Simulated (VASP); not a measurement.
# Li (Im-3m) in VASP: a series of runs

Li is run at these levels: PBEsol; tasks: relaxation of cell and atoms.

Everything below comes from runs of VASP 6.6.1. Logs are shortened: lines on timing, memory, paths and dates and some standing lists are left out, and cuts for length are marked.

### Step 1. The cell of the first run

It takes space group Im-3m (No. 229, cubic). Conventional cell: a = 2.746 Å, b = 2.746 Å, c = 2.746 Å, α = 90.00°, β = 90.00°, γ = 90.00°. Li (site symmetry m-3m) has 14 Li at 2.38 to 2.75 Å within 3.1 Å.

### Step 2. Relaxation of cell and atoms, PBEsol, target pressure 28 GPa, at which the enthalpy is minimised

Contents of INCAR:

```
SYSTEM = Li
  ALGO = Normal
  EDIFF = 1E-7
  EDIFFG = -0.005
  ENCUT = 600
  GGA = PS
  IBRION = 2
  ISIF = 3
  ISMEAR = -1
  LASPH = .True.
  LCHARG = .False.
  LREAL = .False.
  LWAVE = .False.
  NELM = 80
  NSW = 60
  PREC = Accurate
  PSTRESS = 280.0
  SIGMA = 0.08
```

Contents of KPOINTS:

```
k-points
0
Gamma
  20 20 20
  0 0 0
```

Contents of POSCAR:

```
Li
1.0
   -1.3727836913      1.3727836913      1.3727836913
    1.3727836913     -1.3727836913      1.3727836913
    1.3727836913      1.3727836913     -1.3727836913
Li
1
Direct
    0.0000000000      0.0000000000      0.0000000000
```

Potentials or basis: VASP PAW PBE potentials, release 64 (Li_sv).

On the command line:

```bash
$ cat potpaw_PBE.64/Li_sv/POTCAR > POTCAR
$ mpirun -np 1 vasp_std > vasp.out
```

OUTCAR:

```text
SYSTEM = Li
   EDIFF = 1E-7
   EDIFFG = -0.005
   ENCUT = 600
   GGA = PS
   IBRION = 2
   ISIF = 3
   ISMEAR = -1
   LASPH = .True.
   LREAL = .False.
   NELM = 80
   NSW = 60
   PREC = Accurate
   PSTRESS = 280.0

 ion  position               nearest neighbor table
   1  0.000  0.000  0.000-

  LATTYP: Found a body centered cubic cell.
 ALAT       =     2.7455673826

  Lattice vectors:

 A1 = (  -1.3727836913,   1.3727836913,   1.3727836913)
 A2 = (   1.3727836913,  -1.3727836913,   1.3727836913)
 A3 = (   1.3727836913,   1.3727836913,  -1.3727836913)

Analysis of symmetry for initial positions (statically):
=====================================================================
 Subroutine PRICEL returns:
 Original cell was already a primitive cell.

 Routine SETGRP: Setting up the symmetry group for a
 body centered cubic supercell.

 Subroutine GETGRP returns: Found 48 space group operations
 (whereof 48 operations were pure point group operations)
 out of a pool of 48 trial point group operations.

The static configuration has the point symmetry O_h .

Analysis of symmetry for dynamics (positions and initial velocities):
=====================================================================
 Subroutine PRICEL returns:
 Original cell was already a primitive cell.

 Routine SETGRP: Setting up the symmetry group for a
 body centered cubic supercell.

 Subroutine GETGRP returns: Found 48 space group operations
 (whereof 48 operations were pure point group operations)
 out of a pool of 48 trial point group operations.

The dynamic configuration has the point symmetry O_h .

 Subroutine INISYM returns: Found 48 space group operations
 (whereof 48 operations are pure point group operations),
 and found     1 'primitive' translations

----------------------------------------------------------------------------------------

                                     Primitive cell

  volume of cell :      10.3482

  direct lattice vectors                    reciprocal lattice vectors
    -1.372783691  1.372783691  1.372783691     0.000000000  0.364223441  0.364223441
     1.372783691 -1.372783691  1.372783691     0.364223441  0.000000000  0.364223441
     1.372783691  1.372783691 -1.372783691     0.364223441  0.364223441  0.000000000

  length of vectors
     2.377731101  2.377731101  2.377731101     0.515089730  0.515089730  0.515089730

  position of ions in fractional coordinates (direct lattice)
     0.000000000  0.000000000  0.000000000

  ion indices of the primitive-cell ions
   primitive index   ion index
                 1           1

----------------------------------------------------------------------------------------

 KPOINTS: k-points

Automatic generation of k-mesh.
 Grid dimensions read from file:
 generate k-points for:   20   20   20

 Generating k-lattice:

  Cartesian coordinates                     Fractional coordinates (reciprocal lattice)
     0.000000000  0.018211172  0.018211172     0.050000000  0.000000000  0.000000000
     0.018211172  0.000000000  0.018211172     0.000000000  0.050000000  0.000000000
     0.018211172  0.018211172  0.000000000     0.000000000  0.000000000  0.050000000

  Length of vectors
     0.025754487  0.025754487  0.025754487

  Shift w.r.t. Gamma in fractional coordinates (k-lattice)
     0.000000000  0.000000000  0.000000000

 Subroutine IBZKPT returns following result:
 ===========================================

 Found    256 irreducible k-points:

 Following reciprocal coordinates:
            Coordinates               Weight
  0.000000  0.000000  0.000000      1.000000
  0.050000  0.000000  0.000000     12.000000
  0.100000  0.000000  0.000000     12.000000
  0.150000  0.000000  0.000000     12.000000
  0.200000  0.000000  0.000000     12.000000
  0.250000  0.000000  0.000000     12.000000
[... 16 lines left out ...]
  0.200000  0.100000 -0.000000     48.000000
  0.250000  0.100000 -0.000000     48.000000
 [... further k-points ...]
   k-points           NKPTS =    256   k-points in BZ     NKDIM =    256   number of bands    NBANDS=      5
   number of dos      NEDOS =    301   number of ions     NIONS =      1
   total plane-waves  NPLWV =   8000
   dimension x,y,z NGX =    20 NGY =   20 NGZ =   20
   dimension x,y,z NGXF=    40 NGYF=   40 NGZF=   40
   ions per type =               1
   NGX,Y,Z   is equivalent  to a cutoff of  13.98, 13.98, 13.98 a.u.
   NGXF,Y,Z  is equivalent  to a cutoff of  27.97, 27.97, 27.97 a.u.
 SYSTEM =  Li
   PREC   = accura    normal or accurate (medium, high low for compatibility)
   ISTART =      0    job   : 0-new  1-cont  2-samecut
   ICHARG =      2    charge: 1-file 2-atom 10-const
   ISPIN  =      1    spin polarized calculation?
   LNONCOLLINEAR =      F non collinear calculations
   LSORBIT =      F    spin-orbit coupling
   LASPH  =      T    aspherical Exc in radial PAW
   ENCUT  =  600.0 eV  44.10 Ry    6.64 a.u.   4.75  4.75  4.75*2*pi/ulx,y,z
   NELM   =     80;   NELMIN=  2; NELMDL= -5     # of ELM steps
   EDIFF  = 0.1E-06   stopping-criterion for ELM
   LREAL  =      F    real-space projection
   EDIFFG = -.5E-02   stopping-criterion for IOM
   NSW    =     60    number of steps for IOM
   IBRION =      2    ionic relax: 0-MD 1-quasi-New 2-CG
   NFREE  =      1    steps in history (QN), initial steepest desc. (CG)
   ISIF   =      3    stress and relaxation
   ISYM   =      2    0-nonsym 1-usesym 2-fastsym
   POTIM  = 0.5000    time-step for ionic-motion
   TEBEG  =    0.0;   TEEND  =   0.0 temperature during run
   PSTRESS=  280.0 pullay stress
   NELECT =       3.0000    total number of electrons
   NUPDOWN=      -1.0000    fix difference up-down
   EMIN   =  10.00;   EMAX   =-10.00  energy-range for DOS
   EFERMI =   0.00;   METHOD = LEGACY
   ISMEAR =    -1;   SIGMA  =   0.08  broadening in eV -4-tet -1-fermi 0-gaus
   EFERMI_NEDOS =   21; number of points for ismear=-14 and -15
   IALGO  =     38    algorithm
   IMIX   =      4    mixing-type and parameters
     AMIX     =   0.40;   BMIX     =  1.00
     AMIX_MAG =   1.60;   BMIX_MAG =  1.00
  volume/ion in A,a.u.               =      10.35        69.83
  Fermi-wavevector in a.u.,A,eV,Ry     =   1.083494  2.047507 15.972683  1.173959
  Thomas-Fermi vector in A             =   2.219561
   LORBIT       =      0    0 simple, 1 ext, 2 COOP (PROOUT), +10 PAW based schemes
   GGA     = PS    functional components
   LHFCALC =     F    Hartree Fock is set to
   AEXX    =    0.0000 exact exchange contribution
   IVDW    =     0    specifies the selected vdW correction
   LEPSILON=     F    determine dielectric tensor
   LRPA    =     F    only Hartree local field effects (RPA)
 conjugate gradient relaxation of ions
 non-spin polarized calculation
  energy-cutoff  :      600.00
  volume of cell :       10.35
 maximum number of plane-waves:       370
   NGX =  9   NGY =  9   NGZ =  9

--------------------------------------- Ionic step        1  -------------------------------------------

 number of electron       2.9999997 magnetization

 Free energy of the ion-electron system (eV)
  ---------------------------------------------------
  ext. energy  EPLUGINS =         0.00000000
  ---------------------------------------------------
  free energy    TOTEN  =        -1.43784484 eV

  energy without entropy =       -1.42883919  energy(sigma->0) =       -1.43334202

------------------------ aborting loop because EDIFF is reached ----------------------------------------

  FORCE on cell =-STRESS in cart. coord.  units (eV):
  Direction    XX          YY          ZZ          XY          YZ          ZX
  --------------------------------------------------------------------------------------
  -------------------------------------------------------------------------------------
  Total        1.8021099      1.8021099      1.8021099      0.0000000      0.0000000      0.0000000
  in kB      279.0136944    279.0136944    279.0136944      0.0000000      0.0000000      0.0000000
  external PRESSURE =      -0.9863056 kB  Pullay stress =     280.0000000 kB

 VOLUME and BASIS-vectors are now :
 -----------------------------------------------------------------------------
  energy-cutoff  :      600.00
  volume of cell :       10.35
      direct lattice vectors                 reciprocal lattice vectors
    -1.372783691  1.372783691  1.372783691     0.000000000  0.364223441  0.364223441
     1.372783691 -1.372783691  1.372783691     0.364223441  0.000000000  0.364223441
     1.372783691  1.372783691 -1.372783691     0.364223441  0.364223441  0.000000000

 POSITION                                       TOTAL-FORCE (eV/Angst)
 -----------------------------------------------------------------------------------
      0.00000      0.00000      0.00000         0.000000      0.000000     -0.000000
 -----------------------------------------------------------------------------------
    total drift:                                0.000000     -0.000000      0.000000

  FREE ENERGIE OF THE ION-ELECTRON SYSTEM (eV)
  ---------------------------------------------------
  free  energy   TOTEN  =        -1.4378448418 eV

  energy  without entropy=       -1.4288391892  energy(sigma->0) =       -1.43334202

  enthalpy is  TOTEN    =         0.3706354220 eV   P V=        1.8084802638

--------------------------------------- Ionic step        2  -------------------------------------------

 number of electron       2.9999997 magnetization

 Free energy of the ion-electron system (eV)
  ---------------------------------------------------
  ext. energy  EPLUGINS =         0.00000000
  ---------------------------------------------------
  free energy    TOTEN  =        -1.43618123 eV

  energy without entropy =       -1.42717611  energy(sigma->0) =       -1.43167867

 E-fermi :   3.1421     XC(G=0):  -8.8884

 val. band max:        3.1290740064   @ k =   0.4500   0.0500   0.0000
 cond. band min:       3.1481670258   @ k =   0.4000   0.1000  -0.0000
 fundamental gap:      0.0190930195
 Fermi energy:         3.1421416844

 k-point     1 :       0.0000    0.0000    0.0000
  band No.  band energies     occupation
      1     -41.9718      2.00000
      2      -0.9434      2.00000
      3      26.2663      0.00000
      4      26.2663      0.00000
      5      26.2663      0.00000

 k-point     2 :       0.0500    0.0000    0.0000
  band No.  band energies     occupation
      1     -41.9659      2.00000
      2      -0.8903      2.00000
      3      25.7627      0.00000
      4      25.8381      0.00000
      5      26.1163      0.00000

 k-point     3 :       0.1000    0.0000    0.0000
  band No.  band energies     occupation
      1     -41.9500      2.00000
      2      -0.7376      2.00000
      3      24.1835      0.00000
      4      24.8598      0.00000
      5      25.6779      0.00000

 k-point     4 :       0.1500    0.0000    0.0000
  band No.  band energies     occupation
      1     -41.9252      2.00000
      2      -0.4806      2.00000
      3      21.8743      0.00000
      4      23.7360      0.00000
      5      25.0211      0.00000
[... 137 lines left out ...]
 k-point    22 :       0.1500    0.1000    0.0000
  band No.  band energies     occupation
      1     -41.8814      2.00000
      2       0.0461      2.00000
      3      19.1627      0.00000
      4      21.1895      0.00000
      5      23.0947      0.00000

 k-point    23 :       0.2000    0.1000   -0.0000
  band No.  band energies     occupation
      1     -41.8484      2.00000
      2       0.5280      2.00000
      3      16.8095      0.00000
      4      20.2457      0.00000
      5      22.2696      0.00000

 k-point    24 :       0.2500    0.1000   -0.0000
  band No.  band energies     occupation
      1     -41.8152      2.00000
      2       1.1194      2.00000
      3      14.5966      0.00000
      4      19.4666      0.00000
      5      21.5549      0.00000

 [... further k-points ...]

------------------------ aborting loop because EDIFF is reached ----------------------------------------

  FORCE on cell =-STRESS in cart. coord.  units (eV):
  Direction    XX          YY          ZZ          XY          YZ          ZX
  --------------------------------------------------------------------------------------
  -------------------------------------------------------------------------------------
  Total        1.8057867      1.8057867      1.8057867      0.0000000      0.0000000     -0.0000000
  in kB      279.8408897    279.8408897    279.8408897      0.0000000      0.0000000     -0.0000000
  external PRESSURE =      -0.1591103 kB  Pullay stress =     280.0000000 kB

 VOLUME and BASIS-vectors are now :
 -----------------------------------------------------------------------------
  energy-cutoff  :      600.00
  volume of cell :       10.34
      direct lattice vectors                 reciprocal lattice vectors
    -1.372361800  1.372361800  1.372361800     0.000000000  0.364335411  0.364335411
     1.372361800 -1.372361800  1.372361800     0.364335411  0.000000000  0.364335411
     1.372361800  1.372361800 -1.372361800     0.364335411  0.364335411  0.000000000

 POSITION                                       TOTAL-FORCE (eV/Angst)
 -----------------------------------------------------------------------------------
      0.00000      0.00000      2.74472        -0.000000      0.000000      0.000000
 -----------------------------------------------------------------------------------
    total drift:                               -0.000000     -0.000000      0.000000

  FREE ENERGIE OF THE ION-ELECTRON SYSTEM (eV)
  ---------------------------------------------------
  free  energy   TOTEN  =        -1.4361812251 eV

  energy  without entropy=       -1.4271761085  energy(sigma->0) =       -1.43167867

  enthalpy is  TOTEN    =         0.3706321754 eV   P V=        1.8068134005

 reached required accuracy - stopping structural energy minimisation
```

Run time: 6.9 s. Hardware: 1 thread of Intel Xeon 6975P-C (Granite Rapids), shared host; peak memory 0.13 GiB.

Results:

```
Free energy                                            : -1.4362 eV
Relaxed volume                                         : 10.34 Å³/atom
Relaxed cell                                           : a = 2.377 Å, b = 2.377 Å, c = 2.377 Å, α = 109.47°, β = 109.47°, γ = 109.47°
Space group after relaxing (to 0.05 Å)                 : Im-3m (No. 229)
Energy change on relaxing (the enthalpy is what falls) : +1.7 meV/atom
Ionic steps                                            : 2
Pressure after relaxing                                : 28.0 GPa
```

The path:
```csv
step,energy change (eV),largest force (eV/Å),pressure (GPa),volume (Å³)
1,0.0000,0.0000,27.90,10.35
2,0.0017,0.0000,27.98,10.34
```

Final structure:
```
Li
1.0
    -1.37236    1.37236    1.37236
     1.37236   -1.37236    1.37236
     1.37236    1.37236   -1.37236
Li
1
Direct
  0.00000 0.00000 0.00000
```

Levels at points of the mesh, in eV from the Fermi level:
```csv
k point,band 1,band 2,band 3,band 4
"(0.00, 0.00, 0.00)",-45.11,-4.09,23.12,23.12
"(0.50, 0.00, 0.00)",-44.89,-0.02,6.33,16.28
"(0.50, 0.50, 0.50)",-44.76,8.46,8.46,8.46
```

Caveat: the cutoff is under 1.25 times the usual one of these potentials, so pressure, stress and relaxed cells hold a basis-set (Pulay) error; the cell is relaxed towards a set pressure, so the enthalpy falls and the energy may rise; the PAW data sets were made with another functional, which shifts forces and pressure a little.

### Step 3. Relaxation of cell and atoms, PBEsol, target pressure 28 GPa, at which the enthalpy is minimised

This run uses another cell than the first one, of 10.37 Å³/atom, 1.002 times its volume.

Contents of INCAR:

```
SYSTEM = Li
  PREC = Accurate
  ENCUT = 600
  EDIFF = 1E-6
  ISMEAR = -1
  SIGMA = 0.08
  LREAL = .FALSE.
  LASPH = .TRUE.
  NELM = 80
  ALGO = Normal
  ISIF = 3
  LWAVE = .FALSE.
  LCHARG = .FALSE.
  GGA = PS
  IBRION = 2
  NSW = 32
  EDIFFG = -0.005
  PSTRESS = 280.0
```

Contents of KPOINTS:

```
regular mesh
0
G
  20 20 20
  0 0 0
```

Contents of POSCAR:

```
Li
1.0
   -1.3739000536      1.3739000536      1.3739000536
    1.3739000536     -1.3739000536      1.3739000536
    1.3739000536      1.3739000536     -1.3739000536
Li
1
Direct
    0.0000000000      0.0000000000      0.0000000000
```

Potentials or basis: VASP PAW PBE potentials, release 64 (Li_sv).

On the command line:

```bash
$ cat potpaw_PBE.64/Li_sv/POTCAR > POTCAR
$ mpirun -np 1 vasp_std > vasp.out
```

Run time: 6.7 s. Hardware: 1 thread of Intel Xeon 6975P-C (Granite Rapids), shared host; peak memory 0.12 GiB.

The run converged. Its results:

```yaml
Free_energy: -1.4370 eV
Relaxed_volume: 10.34 Å³/atom
Relaxed_cell: a = 2.377 Å, b = 2.377 Å, c = 2.377 Å, α = 109.47°, β = 109.47°, γ = 109.47°
Space_group_after_relaxing_to_0.05_Å: Im-3m (No. 229)
Energy_change_on_relaxing_the_enthalpy_is_what_falls: +5.3 meV/atom
Ionic_steps: 2
Pressure_after_relaxing: 27.9 GPa
```

Step by step:
```tsv
step	energy change (eV)	largest force (eV/Å)	pressure (GPa)	volume (Å³)
1	0.0000	0.0000	27.69	10.37
2	0.0053	0.0000	27.95	10.34
```

Final structure:
```yaml
crystal:
  lattice:
    - [-1.37256, 1.37256, 1.37256]
    - [1.37256, -1.37256, 1.37256]
    - [1.37256, 1.37256, -1.37256]
  atoms:
    - { symbol: Li, position: [0.00000, 0.00000, 0.00000] }
```

Levels at points of the mesh, in eV from the Fermi level:
```csv
k point,band 1,band 2,band 3,band 4,band 5
"(0.00, 0.00, 0.00)",-45.11,-4.09,23.12,23.12,23.12
"(0.50, 0.00, 0.00)",-44.89,-0.02,6.33,16.27,18.38
"(0.50, 0.50, 0.50)",-44.76,8.46,8.46,8.46,11.49
```

Caveat: the cutoff is under 1.25 times the usual one of these potentials, so pressure, stress and relaxed cells hold a basis-set (Pulay) error; the cell is relaxed towards a set pressure, so the enthalpy falls and the energy may rise; the PAW data sets were made with another functional, which shifts forces and pressure a little.
